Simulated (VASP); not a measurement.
Input of a VASP 6.6.1 run:

The input INCAR:

```
SYSTEM = AgCl
  ALGO = Normal
  EDIFF = 1E-6
  ENCUT = 500
  GGA = PE
  GGA_COMPAT = .False.
  ISIF = 2
  ISMEAR = 1
  LASPH = .True.
  LCHARG = .True.
  LELF = .True.
  LREAL = .False.
  LVHAR = .True.
  LWAVE = .False.
  NBANDS = 16
  NELM = 120
  PREC = Accurate
  SIGMA = 0.01
```

File KPOINTS:

```
k-points
0
Gamma
  6 6 6
  0 0 0
```

The input POSCAR:

```
AgCl
1.0
    0.0000000000      2.7350000000      2.7350000000
    2.7350000000      0.0000000000      2.7350000000
    2.7350000000      2.7350000000      0.0000000000
Ag Cl
1 1
Direct
    0.0000000000      0.0000000000      0.0000000000
    0.5000000000      0.5000000000      0.5000000000
```

Potentials or basis: VASP PAW PBE potentials, release 64 (Ag, Cl).

Run with:

```console
$ cat potpaw_PBE.64/Ag/POTCAR potpaw_PBE.64/Cl/POTCAR > POTCAR
$ mpirun -np 1 vasp_std > vasp.out
```

(1) What does it give for the band gap on the k mesh?

(2) What does it give for the pressure?

Answers

(1) 0.90 eV, indirect (least direct gap 3.40 eV).

(2) 3.8 GPa.
